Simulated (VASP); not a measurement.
# MoS2 (P6_3/mmc) in VASP: notebook

MoS2 is run at these levels: LDA+U; tasks: single point.

Everything below comes from runs of VASP 6.6.1. Logs are shortened: lines on timing, memory, paths and dates and some standing lists are left out, and cuts for length are marked.

## (1) The cell of the first run

Symmetry: P6_3/mmc, No. 194, hexagonal system. The conventional cell has a = 3.161 Å, b = 3.161 Å, c = 12.295 Å, α = 90.00°, β = 90.00°, γ = 120.00°. Within 3.2 Å of Mo (site symmetry -6m2) lie 6 S at 2.37 Å and 6 Mo at 3.16 Å. S (site symmetry 3m) has 3 Mo at 2.37 Å and 7 S at 3.01 to 3.16 Å within 3.2 Å.

## (2) Single point, LDA+U, collinear spin

Contents of INCAR:

```
SYSTEM = MoS2
  PREC = Accurate
  ENCUT = 500
  EDIFF = 1E-6
  ISMEAR = 0
  SIGMA = 0.05
  LREAL = .False.
  LASPH = .True.
  NELM = 200
  ALGO = Normal
  ISIF = 2
  LWAVE = .False.
  LCHARG = .True.
  ISPIN = 2
  MAGMOM = 1.27 1.27 0.04 0.04 0.04 0.04
  LORBIT = 11
  NUPDOWN = 3.6
  LMAXMIX = 4
  LDAU = .True.
  LDAUTYPE = 2
  LDAUL = 2 -1
  LDAUU = 2.5 0
  LDAUJ = 0 0
  LDAUPRINT = 1
  LELF = .True.
  LVHAR = .True.
  NBANDS = 39
  GGA_COMPAT = .False.
```

Contents of KPOINTS:

```
Automatic mesh
0
Gamma
  8 8 2
  0 0 0
```

Contents of POSCAR:

```
MoS2
1.0
    3.1610015200      0.0000000000      0.0000000000
   -1.5805007600      2.7375076200      0.0000000000
    0.0000000000      0.0000000000     12.2949997000
Mo S
2 4
Direct
    0.3333333333      0.6666666667      0.2500000000
    0.6666666667      0.3333333333      0.7500000000
    0.3333333333      0.6666666667      0.6275000000
    0.6666666667      0.3333333333      0.1275000000
    0.3333333333      0.6666666667      0.8725000000
    0.6666666667      0.3333333333      0.3725000000
```

Potentials or basis: VASP PAW LDA potentials, release 64 (Mo_sv, S).

On the command line:

```bash
> cat potpaw_LDA.64/Mo_sv/POTCAR potpaw_LDA.64/S/POTCAR > POTCAR
> mpirun -np 1 vasp_std > vasp.out
```

OUTCAR:

```text
SYSTEM = MoS2
   PREC = Accurate
   ENCUT = 500
   EDIFF = 1E-6
   ISMEAR = 0
   LREAL = .False.
   LASPH = .True.
   NELM = 200
   ISIF = 2
   ISPIN = 2
   LORBIT = 11
   NUPDOWN = 3.6

 ion  position               nearest neighbor table
   1  0.333  0.667  0.250-   4 2.37   6 2.37   4 2.37   6 2.37   4 2.37   6 2.37
   2  0.667  0.333  0.750-   3 2.37   5 2.37   3 2.37   5 2.37   3 2.37   5 2.37
   3  0.333  0.667  0.627-   2 2.37   2 2.37   2 2.37
   4  0.667  0.333  0.127-   1 2.37   1 2.37   1 2.37
   5  0.333  0.667  0.873-   2 2.37   2 2.37   2 2.37
   6  0.667  0.333  0.373-   1 2.37   1 2.37   1 2.37

  LATTYP: Found a hexagonal cell.
 ALAT       =     3.1610015200
 C/A-ratio  =     3.8895899360

  Lattice vectors:

 A1 = (   3.1610015200,   0.0000000000,   0.0000000000)
 A2 = (  -1.5805007600,   2.7375076200,   0.0000000000)
 A3 = (   0.0000000000,   0.0000000000,  12.2949997000)

Analysis of symmetry for initial positions (statically):
=====================================================================
 Subroutine PRICEL returns:
 Original cell was already a primitive cell.

 Routine SETGRP: Setting up the symmetry group for a
 hexagonal supercell.

 Subroutine GETGRP returns: Found 24 space group operations
 (whereof 12 operations were pure point group operations)
 out of a pool of 24 trial point group operations.

The static configuration has the point symmetry D_3d.
 The point group associated with its full space group is D_6h.

Analysis of symmetry for dynamics (positions and initial velocities):
=====================================================================
 Subroutine PRICEL returns:
 Original cell was already a primitive cell.

 Routine SETGRP: Setting up the symmetry group for a
 hexagonal supercell.

 Subroutine GETGRP returns: Found 24 space group operations
 (whereof 12 operations were pure point group operations)
 out of a pool of 24 trial point group operations.

The dynamic configuration has the point symmetry D_3d.
 The point group associated with its full space group is D_6h.

Analysis of structural, dynamic, and magnetic symmetry:
=====================================================================
 Subroutine PRICEL returns:
[... 219 lines left out ...]
  o =  0.6059  v =  1.0000  0.0000  0.0000  0.0000  0.0000  0.0000  0.0000  0.0000  0.0000  0.0000      0.0000  0.0000  0.0000  0.0000  0.0000  0.0000  0.0000  0.0000  0.0000  0.0000
  o =  0.7153  v =  0.0000  0.0000 -1.0000  0.0000 -0.0000  0.0000  0.0000  0.0000  0.0000  0.0000      0.0000  0.0000  0.0000  0.0000  0.0000  0.0000  0.0000  0.0000  0.0000  0.0000

 number of electron      51.9999985 magnetization       3.5991059

 Free energy of the ion-electron system (eV)
  ---------------------------------------------------
  ext. energy  EPLUGINS =         0.00000000
  ---------------------------------------------------
  free energy    TOTEN  =       -39.22118525 eV

  energy without entropy =      -39.21241788  energy(sigma->0) =      -39.21680156

 E-fermi :   6.6161     XC(G=0): -11.0808

 val. band max:        8.6943438077   @ k =   0.1250   0.1250   0.5000
 cond. band min:       6.6242300278   @ k =   0.2500   0.1250   0.0000
 fundamental gap:     -2.0701137799
 Fermi energy:         8.7100078445

 spin component 1

 k-point     1 :       0.0000    0.0000    0.0000
  band No.  band energies     occupation
      1     -53.9762      1.00000
      2     -53.9762      1.00000
      3     -28.3991      1.00000
      4     -28.3990      1.00000
      5     -28.1782      1.00000
      6     -28.1782      1.00000
[... 809 lines left out ...]
     37      14.9944      0.00000
     38      14.9944      0.00000
 Fermi energy:         6.6160931882

 spin component 2

 k-point     1 :       0.0000    0.0000    0.0000
  band No.  band energies     occupation
      1     -53.1219      1.00000
      2     -53.1219      1.00000
      3     -27.5628      1.00000
      4     -27.5627      1.00000
      5     -27.2429      1.00000
      6     -27.2429      1.00000
[... 809 lines left out ...]
     37      15.3826      0.00000
     38      15.3826      0.00000
 [bands above 38 left out]

------------------------ aborting loop because EDIFF is reached ----------------------------------------

  FORCE on cell =-STRESS in cart. coord.  units (eV):
  Direction    XX          YY          ZZ          XY          YZ          ZX
  --------------------------------------------------------------------------------------
  -------------------------------------------------------------------------------------
  Total        9.6870007      9.6870007      6.9892960      0.0000000      0.0000000      0.0000000
  in kB      145.8785200    145.8785202    105.2532350      0.0000000      0.0000000      0.0000000
  external PRESSURE =     132.3367584 kB  Pullay stress =       0.0000000 kB

 VOLUME and BASIS-vectors are now :
 -----------------------------------------------------------------------------
  energy-cutoff  :      500.00
  volume of cell :      106.39
      direct lattice vectors                 reciprocal lattice vectors
     3.161001520  0.000000000  0.000000000     0.316355432  0.182647893  0.000000000
    -1.580500760  2.737507620  0.000000000     0.000000000  0.365295787  0.000000000
     0.000000000  0.000000000 12.294999700     0.000000000  0.000000000  0.081333878

 POSITION                                       TOTAL-FORCE (eV/Angst)
 -----------------------------------------------------------------------------------
     -0.00000      1.82501      3.07375         0.000000      0.000000      0.000000
      1.58050      0.91250      9.22125         0.000000     -0.000000      0.000000
     -0.00000      1.82501      7.71511         0.000000      0.000000     -1.367153
      1.58050      0.91250      1.56761        -0.000000      0.000000     -1.367153
     -0.00000      1.82501     10.72739         0.000000     -0.000000      1.367153
      1.58050      0.91250      4.57989        -0.000000     -0.000000      1.367153
 -----------------------------------------------------------------------------------
    total drift:                               -0.000000      0.000000     -0.000000

  FREE ENERGIE OF THE ION-ELECTRON SYSTEM (eV)
  ---------------------------------------------------
  free  energy   TOTEN  =       -39.2211852451 eV

  energy  without entropy=      -39.2124178814  energy(sigma->0) =      -39.21680156

 total charge

# of ion       s       p       d       tot
------------------------------------------
    1        2.319   6.242   4.034  12.594
    2        2.319   6.242   4.034  12.594
    3        1.361   2.370   0.000   3.730
    4        1.361   2.370   0.000   3.730
    5        1.361   2.370   0.000   3.730
    6        1.361   2.370   0.000   3.730
--------------------------------------------------
tot         10.081  21.962   8.067  40.110

 magnetization (x)

# of ion       s       p       d       tot
------------------------------------------
    1        0.021   0.017   1.405   1.444
    2        0.021   0.017   1.405   1.444
    3        0.005   0.035   0.000   0.040
    4        0.005   0.035   0.000   0.040
    5        0.005   0.035   0.000   0.040
    6        0.005   0.035   0.000   0.040
--------------------------------------------------
tot          0.061   0.174   2.810   3.046
```

OSZICAR:

```text
N       E                     dE             d eps       ncg     rms          rms(c)
DAV:   1     0.458348214328E+03    0.45835E+03   -0.27809E+04  3416   0.122E+03
DAV:   2    -0.185138697259E+02   -0.47686E+03   -0.45952E+03  3630   0.349E+02
DAV:   3    -0.410360201557E+02   -0.22522E+02   -0.22000E+02  3832   0.708E+01
DAV:   4    -0.414115235299E+02   -0.37550E+00   -0.37426E+00  3766   0.934E+00
DAV:   5    -0.414188058238E+02   -0.72823E-02   -0.72799E-02  3815   0.126E+00    0.386E+01
DAV:   6    -0.399487413799E+02    0.14701E+01   -0.11814E+01  3546   0.212E+01    0.154E+01
DAV:   7    -0.396027723275E+02    0.34597E+00   -0.48402E+00  3500   0.156E+01    0.132E+01
DAV:   8    -0.392805817527E+02    0.32219E+00   -0.51865E-01  3715   0.431E+00    0.500E+00
DAV:   9    -0.392215124158E+02    0.59069E-01   -0.20604E-01  3635   0.266E+00    0.106E+00
DAV:  10    -0.392211804881E+02    0.33193E-03   -0.21972E-02  3603   0.775E-01    0.246E-01
DAV:  11    -0.392211631379E+02    0.17350E-04   -0.19319E-03  3658   0.202E-01    0.160E-01
DAV:  12    -0.392211652993E+02   -0.21614E-05   -0.69111E-05  3769   0.394E-02    0.869E-02
DAV:  13    -0.392211783313E+02   -0.13032E-04   -0.17990E-05  3706   0.302E-02    0.524E-02
DAV:  14    -0.392211854928E+02   -0.71615E-05   -0.65575E-06  3439   0.113E-02    0.105E-02
DAV:  15    -0.392211852451E+02    0.24773E-06   -0.14619E-06  2163   0.778E-03
   1 F= -.39221185E+02 E0= -.39216802E+02  d E =-.876736E-02  mag=     3.5994
```

stdout:

```text
POSCAR found type information on POSCAR MoS
 POSCAR found :  2 types and       6 ions
 scaLAPACK will be used
 LDA part: xc-table for (Slater(with rela. corr.)+CA(PZ))
 , standard interpolation
 POSCAR, INCAR and KPOINTS ok, starting setup
 FFT: planning ... GRIDC
 FFT: planning ... GRID_SOFT
 FFT: planning ... GRID
 WAVECAR not read
 entering main loop
```

Run time: 3.5 min. Hardware: 1 thread of Oxide Virtual Turin-like, shared host; peak memory 0.23 GiB.

Results:

| Item | Value |
| --- | --- |
| Free energy | -39.2212 eV |
| Pressure | 13.2 GPa |
| Largest force | 1.367 eV/Å |
| Net moment | 3.60 μB per cell |
| Site moments | Mo +1.44; S +0.04 μB |
| Valence electrons inside the program's atomic spheres | Mo 12.59; S 3.73 |

Forces on the atoms (eV/Å):
```
Mo   0.000  0.000  0.000
Mo   0.000  0.000  0.000
S    0.000  0.000 -1.367
S    0.000  0.000 -1.367
S    0.000  0.000  1.367
S    0.000  0.000  1.367
```

Eigenvalues of the final occupation matrices:
```csv
site,spin,trace,eigenvalues
site 1 d,1,2.75,0.41 0.41 0.61 0.61 0.72
site 1 d,2,1.34,0.15 0.22 0.22 0.37 0.37
site 2 d,1,2.75,0.41 0.41 0.61 0.61 0.72
site 2 d,2,1.34,0.15 0.22 0.22 0.37 0.37
```

Caveat: the cell stands under pressure; the total moment is fixed, so each spin has its own Fermi level and the state may be an excited one; forces of over 1 eV/Å act on the atoms, so gaps and moduli don't describe the material at rest.

## (3) Single point, LDA+U, collinear spin, zero start

Contents of INCAR:

```
ALGO     = Normal         # electronic algorithm
EDIFF    = 1E-6           # SCF threshold, eV
ENCUT    = 500            # plane-wave cutoff, eV
GGA      = CA             # functional
GGA_COMPAT= False        
ISIF     = 2              # what is computed and relaxed
ISMEAR   = 0              # smearing method
ISPIN    = 2              # spin polarisation
LASPH    = True           # aspherical terms in the spheres
LCHARG   = True           # write CHGCAR
LDAU     = True           # DFT+U
LDAUJ    = 0 0          
LDAUL    = 2 -1           # shell
LDAUPRINT= 1            
LDAUTYPE = 2            
LDAUU    = 2.5 0          # U, eV
LELF     = True           # ELF
LMAXMIX  = 4              # l up to which the mixer works
LORBIT   = 11             # projections on sites
LREAL    = False          # projectors in reciprocal space
LVHAR    = True         
LWAVE    = False          # write WAVECAR
MAGMOM   = 0 0 0 0 0 0    # initial moments
NBANDS   = 39             # bands
NELM     = 200            # most SCF steps
NUPDOWN  = 0.0            # fixed moment
PREC     = Accurate       # precision mode
SIGMA    = 0.05           # smearing width, eV
```

Contents of KPOINTS:

```
k-points
0
Gamma
  8 8 2
```

POSCAR is that of step 2.

Potentials or basis: VASP PAW LDA potentials, release 64 (Mo_sv, S).

On the command line:

```bash
> cat potpaw_LDA.64/Mo_sv/POTCAR potpaw_LDA.64/S/POTCAR > POTCAR
> mpirun -np 1 vasp_std > vasp.out
```

It took 3.7 min on 1 thread of Oxide Virtual Turin-like, shared host; peak memory 0.22 GiB.

Results (log left out):

```yaml
Free_energy: -42.8303 eV
Pressure: 2.6 GPa
Largest_force: 0.929 eV/Å
Net_moment: 0.00 μB per cell
Valence_electrons_inside_the_program's_atomic_spheres: Mo 12.56; S 3.72
```

Forces in eV/Å, atoms in the order of the input:
```
Mo   0.000  0.000  0.000
Mo   0.000  0.000  0.000
S    0.000  0.000 -0.929
S    0.000  0.000 -0.929
S    0.000  0.000  0.929
S    0.000  0.000  0.929
```

Stress tensor (GPa, compression positive):
```
0.31 0.00 0.00
0.00 0.31 0.00
0.00 0.00 7.27
```

Eigenvalues of the final occupation matrices:
```
    site  spin  trace               eigenvalues
site 1 d     1   2.03  0.40 0.40 0.40 0.40 0.43
site 1 d     2   2.03  0.40 0.40 0.40 0.40 0.43
site 2 d     1   2.03  0.40 0.40 0.40 0.40 0.43
site 2 d     2   2.03  0.40 0.40 0.40 0.40 0.43
```

Caveat: the stress differs along the axes, from 0 to 7 GPa; the total moment is fixed, so each spin has its own Fermi level.

## (4) Single point, LDA+U, collinear spin, zero start

Contents of INCAR:

```
ALGO = Normal
EDIFF = 1E-6
ENCUT = 500
GGA_COMPAT = False
ISIF = 2
ISMEAR = 0
ISPIN = 2
LASPH = True
LCHARG = False
LDAU = True
LDAUJ = 0 0
LDAUL = 2 -1
LDAUPRINT = 1
LDAUTYPE = 2
LDAUU = 2.5 0
LMAXMIX = 4
LORBIT = 11
LREAL = False
LWAVE = False
MAGMOM = 0 0 0 0 0 0
NBANDS = 39
NELM = 200
PREC = Accurate
SIGMA = 0.05
```

KPOINTS is that of step 3.

POSCAR is that of step 3.

On the command line:

```bash
> cat potpaw_LDA.64/Mo_sv/POTCAR potpaw_LDA.64/S/POTCAR > POTCAR
> mpirun -np 1 vasp_std > vasp.out
```

It took 2.7 min on 1 thread of Oxide Virtual Turin-like, shared host; peak memory 0.22 GiB.

The run converged. Its results:

```
Free energy                                           : -42.8303 eV
Pressure                                              : 2.6 GPa
Largest force                                         : 0.929 eV/Å
Band gap on the k mesh                                : 0.89 eV (least direct gap 1.90 eV)
Net moment                                            : 0.00 μB per cell
Valence electrons inside the program's atomic spheres : Mo 12.56; S 3.72
```

Forces on the atoms (eV/Å):
```
Mo   0.000  0.000  0.000
Mo   0.000  0.000  0.000
S    0.000  0.000 -0.929
S    0.000  0.000 -0.929
S    0.000  0.000  0.929
S    0.000  0.000  0.929
```

Stress tensor (GPa, compression positive):
```
0.31 0.00 0.00
0.00 0.31 0.00
0.00 0.00 7.27
```

Levels at points of the mesh, in eV from the valence-band top:
Spin up:
```tsv
k point	band 22	band 23	band 24	band 25	band 26	band 27	band 28	band 29	band 30	band 31
(0.00, 0.00, 0.00)	-2.53	-2.53	-1.32	-1.19	0.00	1.98	1.98	2.00	2.00	2.32
(0.50, 0.00, 0.00)	-2.53	-2.04	-1.89	-1.62	-1.48	1.41	1.46	1.87	2.08	2.83
(0.00, 0.00, 0.50)	-2.55	-2.55	-2.55	-0.29	-0.29	1.99	1.99	1.99	1.99	2.40
(0.50, 0.00, 0.50)	-2.65	-1.97	-1.97	-1.54	-1.54	1.43	1.43	1.98	1.98	3.15
```
Spin down:
| k point | band 24 | band 25 | band 26 | band 27 | band 28 | band 29 |
| --- | --- | --- | --- | --- | --- | --- |
| (0.00, 0.00, 0.00) | -1.32 | -1.19 | 0.00 | 1.98 | 1.98 | 2.00 |
| (0.50, 0.00, 0.00) | -1.89 | -1.62 | -1.48 | 1.41 | 1.46 | 1.87 |
| (0.00, 0.00, 0.50) | -2.55 | -0.29 | -0.29 | 1.99 | 1.99 | 1.99 |
| (0.50, 0.00, 0.50) | -1.97 | -1.54 | -1.54 | 1.43 | 1.43 | 1.98 |

Eigenvalues of the final occupation matrices:
| site | spin | trace | eigenvalues |
| --- | --- | --- | --- |
| site 1 d | 1 | 2.03 | 0.40 0.40 0.40 0.40 0.43 |
| site 1 d | 2 | 2.03 | 0.40 0.40 0.40 0.40 0.43 |
| site 2 d | 1 | 2.03 | 0.40 0.40 0.40 0.40 0.43 |
| site 2 d | 2 | 2.03 | 0.40 0.40 0.40 0.40 0.43 |

Caveat: the stress differs along the axes, from 0 to 7 GPa.

(Part 1 of 2 ends here.)
